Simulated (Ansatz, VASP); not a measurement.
# MoSe: VASP beside Ansatz

```xyz
2
Lattice="0.0000 2.6445 2.6445 2.6445 0.0000 2.6445 2.6445 2.6445 0.0000" Properties=species:S:1:pos:R:3 pbc="T T T"
Mo    0.0000    0.0000    0.0000
Se    2.6445    2.6445    2.6445
```

Alike in both runs: task single point; functional PBE; k mesh 14 × 14 × 14; occupations gaussian, width 0.1 eV; no spin polarisation.

|  | VASP | Ansatz |
| --- | --- | --- |
| version | VASP 6.6.1 | Ansatz 0.2.0 |
| potentials or method | VASP PAW PBE potentials, release 64 (Mo_sv, Se), cutoff 500 eV | scalar-relativistic, plane waves, PAW |
| valence electrons in the cell | 20 | 30 |

|  | VASP | Ansatz | Ansatz less VASP |
| --- | --- | --- | --- |
| gap on the k mesh at the Fermi level (eV) | none | none | - |
| pressure (GPa) | -4.8 | -5.0 | -0.21 |

A gap of «none» marks a metal or a gap that the smearing closes. With one functional, cell and mesh, what is left measures potentials, basis and numerics. VASP's potentials hold 20 valence electrons a cell and Ansatz's 30, so a difference there can come from the potentials and not from the codes.
